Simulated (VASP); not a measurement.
KCl: single point with PBE

Crystal: KCl.

```
K Cl
1.0
     0.00000    3.64345    2.36824
     3.64345    0.00000    2.36824
     3.64345    3.64345    0.00000
K Cl
1 1
Direct
  0.00000 0.00000 0.00000
  0.50000 0.50000 0.50000
```

This cell differs from its parent crystal: ratio of the length along z to the lengths across it x 0.65, volume and fractional coordinates fixed.

```json
{
  "Program": "VASP 6.6.1",
  "Task": "single point",
  "Functional": "PBE",
  "Potentials or basis": "VASP PAW PBE potentials, release 64 (K_sv, Cl)",
  "Cutoff": "520 eV",
  "k mesh": "8 × 8 × 8",
  "Occupations": "gaussian, width 0.05 eV",
  "Spin": "no spin polarisation"
}
```

The pressure is 16.4 GPa and the band gap on the k mesh is 3.05 eV.

Stress tensor (GPa, compression positive):
```
-1.09  0.00  0.00
 0.00 -1.09  0.00
 0.00  0.00 51.35
```

Levels at points of the mesh, in eV from the valence-band top:
```
           k point  band 4  band 5  band 6  band 7  band 8  band 9  band 10  band 11  band 12  band 13
(0.00, 0.00, 0.00)  -11.69  -11.69   -1.61   -1.61    0.00    3.05     6.54     6.54     6.62     9.25
(0.50, 0.00, 0.00)  -11.74  -10.15   -2.65   -2.12   -2.11    5.99     6.67     8.73     8.97     9.01
(0.50, 0.50, 0.00)  -11.83  -11.83   -1.99   -1.99   -0.25    4.59     8.54     8.67     8.67    10.14
(0.50, 0.00, 0.50)  -11.86  -11.69   -2.25   -1.62   -0.11    5.75     5.76     7.29     8.98     9.00
```

It took 69 s on 1 thread of Intel Xeon 8259CL, with other jobs on the host, peak memory 0.22 GiB.

Caveat: the cell stands under pressure. A k mesh can miss the band edges.
